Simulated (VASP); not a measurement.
# Bi (Fm-3m) in VASP: a series of runs, part 2 of 2

VASP 6.6.1.

## (4) Single point, LDA

This run uses another cell than the first one, of 25.03 Å³/atom.

Contents of INCAR:

```
PREC     = Accurate       # precision mode
ENCUT    = 500            # plane-wave cutoff, eV
EDIFF    = 1E-6           # SCF threshold, eV
ISMEAR   = 0              # smearing method
SIGMA    = 0.1            # smearing width, eV
LREAL    = F              # projectors in reciprocal space
LASPH    = T              # aspherical terms in the spheres
NELM     = 120            # most SCF steps
ALGO     = Normal         # electronic algorithm
ISIF     = 2              # what is computed and relaxed
LWAVE    = F              # write WAVECAR
LCHARG   = F              # write CHGCAR
NBANDS   = 14             # bands
GGA_COMPAT= F
```

Contents of KPOINTS:

```
regular mesh
0
Gamma
  6 6 6
```

Contents of POSCAR:

```
Bi
1.0
    0.0000000000      2.3216521989      2.3216521989
    2.3216521989      0.0000000000      2.3216521989
    2.3216521989      2.3216521989      0.0000000000
Bi
1
Direct
    0.0000000000      0.0000000000      0.0000000000
```

Potentials or basis: VASP PAW LDA potentials, release 64 (Bi_d).

The run is started by

```console
> cat potpaw_LDA.64/Bi_d/POTCAR > POTCAR
> mpirun -np 1 vasp_std > vasp.out
```

OUTCAR:

```text
PREC = Accurate
   ENCUT = 500
   EDIFF = 1E-6
   ISMEAR = 0
   LREAL = F
   LASPH = T
   NELM = 120
   ISIF = 2

 ion  position               nearest neighbor table
   1  0.000  0.000  0.000-

  LATTYP: Found a face centered cubic cell.
 ALAT       =     4.6433043978

  Lattice vectors:

 A1 = (   0.0000000000,   2.3216521989,   2.3216521989)
 A2 = (   2.3216521989,   0.0000000000,   2.3216521989)
 A3 = (   2.3216521989,   2.3216521989,   0.0000000000)

Analysis of symmetry for initial positions (statically):
=====================================================================
 Subroutine PRICEL returns:
 Original cell was already a primitive cell.

 Routine SETGRP: Setting up the symmetry group for a
 face centered cubic supercell.

 Subroutine GETGRP returns: Found 48 space group operations
 (whereof 48 operations were pure point group operations)
 out of a pool of 48 trial point group operations.

The static configuration has the point symmetry O_h .

Analysis of symmetry for dynamics (positions and initial velocities):
=====================================================================
 Subroutine PRICEL returns:
[... 160 lines left out ...]
      6      -4.5866      2.00000
      7      17.2518      0.00000
      8      17.2518      0.00000
      9      17.2518      0.00000
     10      19.6504      0.00000
     11      22.4902      0.00000
     12      22.9120      0.00000
     13      22.9120      0.00000
     14      22.9120      0.00000
[... 241 lines left out ...]
      1     -12.5378      2.00000
      2     -12.4859      2.00000
      3     -12.2865      2.00000
      4     -12.2520      2.00000
      5     -12.1520      2.00000
      6       1.3262      2.00000
      7       6.0693      2.00000
      8       8.7049      2.00000
      9       9.5094      2.00000
     10      18.9614      0.00000
     11      19.7392      0.00000
     12      25.2839      0.00000
     13      26.0405      0.00000
     14      30.7603      0.00000

------------------------ aborting loop because EDIFF is reached ----------------------------------------

  FORCE on cell =-STRESS in cart. coord.  units (eV):
  Direction    XX          YY          ZZ          XY          YZ          ZX
  --------------------------------------------------------------------------------------
  -------------------------------------------------------------------------------------
  Total        2.3821749      2.3821749      2.3821749     -0.0000000      0.0000000      0.0000000
  in kB      152.4975122    152.4975122    152.4975122     -0.0000000      0.0000000      0.0000000
  external PRESSURE =     152.4975122 kB  Pullay stress =       0.0000000 kB

 VOLUME and BASIS-vectors are now :
 -----------------------------------------------------------------------------
  energy-cutoff  :      500.00
  volume of cell :       25.03
      direct lattice vectors                 reciprocal lattice vectors
     0.000000000  2.321652199  2.321652199    -0.215363869  0.215363869  0.215363869
     2.321652199  0.000000000  2.321652199     0.215363869 -0.215363869  0.215363869
     2.321652199  2.321652199  0.000000000     0.215363869  0.215363869 -0.215363869

 POSITION                                       TOTAL-FORCE (eV/Angst)
 -----------------------------------------------------------------------------------
      0.00000      0.00000      0.00000         0.000000      0.000000     -0.000000
 -----------------------------------------------------------------------------------
    total drift:                               -0.000000      0.000000      0.000000

  FREE ENERGIE OF THE ION-ELECTRON SYSTEM (eV)
  ---------------------------------------------------
  free  energy   TOTEN  =        -4.2715144982 eV

  energy  without entropy=       -4.2600081887  energy(sigma->0) =       -4.26576134
```

OSZICAR:

```text
N       E                     dE             d eps       ncg     rms          rms(c)
DAV:   1     0.114039608066E+03    0.11404E+03   -0.78427E+03   460   0.131E+03
DAV:   2     0.193848977045E+01   -0.11210E+03   -0.10798E+03   490   0.350E+02
DAV:   3    -0.414329012979E+01   -0.60818E+01   -0.60656E+01   564   0.780E+01
DAV:   4    -0.427832441555E+01   -0.13503E+00   -0.13501E+00   568   0.120E+01
DAV:   5    -0.428412510811E+01   -0.58007E-02   -0.58006E-02   612   0.238E+00    0.526E-01
DAV:   6    -0.427542095042E+01    0.87042E-02   -0.71060E-03   624   0.125E+00    0.273E-01
DAV:   7    -0.427172470258E+01    0.36962E-02   -0.36941E-03   604   0.931E-01    0.577E-02
DAV:   8    -0.427151805257E+01    0.20665E-03   -0.33080E-04   604   0.277E-01    0.740E-03
DAV:   9    -0.427151462648E+01    0.34261E-05   -0.10043E-05   600   0.482E-02    0.347E-03
DAV:  10    -0.427151449822E+01    0.12826E-06   -0.43959E-07   428   0.738E-03
   1 F= -.42715145E+01 E0= -.42657613E+01  d E =-.115063E-01
```

stdout:

```text
POSCAR found type information on POSCAR Bi
 POSCAR found :  1 types and       1 ions
 scaLAPACK will be used
 LDA part: xc-table for (Slater(with rela. corr.)+CA(PZ))
 , standard interpolation
 POSCAR, INCAR and KPOINTS ok, starting setup
 FFT: planning ... GRIDC
 FFT: planning ... GRID_SOFT
 FFT: planning ... GRID
 WAVECAR not read
 entering main loop
```

Wall time 9.3 s (1 thread of Intel Xeon 8259CL, shared host); peak memory 0.09 GiB.

What came out:

| Property | Result |
| --- | --- |
| Free energy | -4.2715 eV |
| Pressure | 15.2 GPa |
| Band gap on the k mesh | zero (an odd number of electrons rules out a gap without spin polarisation) |

Caveat: the k points lie up to 0.39 Å⁻¹ apart, too coarse for converged energies and pressures of a metal; spin-orbit coupling is left out, which moves the levels of the heavy elements.

## (5) Single point, LDA

This run uses another cell than the first one, of 29.43 Å³/atom.

Contents of INCAR:

```
PREC = Accurate
ENCUT = 500
EDIFF = 1E-6
ISMEAR = 0
SIGMA = 0.1
LREAL = F
LASPH = T
NELM = 120
ALGO = Normal
ISIF = 2
LWAVE = F
LCHARG = F
NBANDS = 14
GGA_COMPAT = F
```

Contents of KPOINTS:

```
Automatic mesh
0
Gamma
  6 6 6
```

Contents of POSCAR:

```
Bi
1.0
    0.0000000000      2.4504259421      2.4504259421
    2.4504259421      0.0000000000      2.4504259421
    2.4504259421      2.4504259421      0.0000000000
Bi
1
Direct
    0.0000000000      0.0000000000      0.0000000000
```

The run is started by

```console
> cat potpaw_LDA.64/Bi_d/POTCAR > POTCAR
> mpirun -np 1 vasp_std > vasp.out
```

It took 13 s on 1 thread of Intel Xeon 8259CL, shared host; peak memory 0.11 GiB.

The run converged. Its results:

```yaml
Free_energy: -4.4564 eV
Pressure: 0.1 GPa
Band_gap_on_the_k_mesh: zero (an odd number of electrons rules out a gap without spin polarisation)
```

Levels at points of the mesh, in eV from the Fermi level:
| k point | band 5 | band 6 | band 7 | band 8 | band 9 | band 10 |
| --- | --- | --- | --- | --- | --- | --- |
| (0.00, 0.00, 0.00) | -23.25 | -14.28 | 5.00 | 5.00 | 5.00 | 8.83 |
| (0.50, 0.00, 0.00) | -23.16 | -11.13 | -5.89 | 3.29 | 3.29 | 7.55 |
| (0.50, 0.50, 0.00) | -23.14 | -9.91 | -5.03 | 0.07 | 0.07 | 3.91 |

Caveat: the k points lie up to 0.37 Å⁻¹ apart, too coarse for converged energies and pressures of a metal; spin-orbit coupling is left out, which moves the levels of the heavy elements.

## (6) Overview

| cell | gap on the mesh (eV) | pressure (GPa) |
| --- | --- | --- |
| a = 3.179 Å, angles 60.0°, 1 atom | none | 30.4 |
| a = 3.106 Å, angles 60.0°, 1 atom | none | 45.5 |
| a = 3.283 Å, angles 60.0°, 1 atom | none | 15.2 |
| a = 3.465 Å, angles 60.0°, 1 atom | none | 0.1 |

Alike in all rows: task single point; level LDA; potentials or basis VASP PAW LDA potentials, release 64 (Bi_d); no spin polarisation; k mesh 6 × 6 × 6; cutoff (eV) 500; smearing gaussian 0.1 eV.

Caveats: all runs use coarse meshes; spin-orbit coupling is left out, which moves the levels of the heavy elements.

Absolute energies hang on the potentials; compare differences alone.
